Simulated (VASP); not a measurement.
Input of a VASP 6.6.1 run:

Contents of INCAR:

```
SYSTEM = Ti
ALGO = Fast
EDIFF = 1E-7
ENCUT = 520
GGA = PE
ISIF = 2
ISMEAR = 0
LASPH = .TRUE.
LCHARG = .FALSE.
LREAL = .FALSE.
LWAVE = .FALSE.
NBANDS = 12
NELM = 60
PREC = Accurate
SIGMA = 0.15
```

KPOINTS

```
k-points
0
G
  22 22 22
  0 0 0
```

The input POSCAR:

```
Ti
1.0
   -1.4370242868      1.4370242868      2.0879962888
    1.4370242868     -1.4370242868      2.0879962888
    1.4370242868      1.4370242868     -2.0879962888
Ti
1
Direct
    0.0000000000      0.0000000000      0.0000000000
```

Potentials or basis: VASP PAW PBE potentials, release 64 (Ti_sv).

Run with:

```console
$ cat potpaw_PBE.64/Ti_sv/POTCAR > POTCAR
$ mpirun -np 1 vasp_std > vasp.out
```

(1) What does it give for the pressure?

(2) What does it give for the band gap on the k mesh?

Results:

(1) 0.6 GPa.

(2) zero (bands 6 and 7 overlap by 1.31 eV).
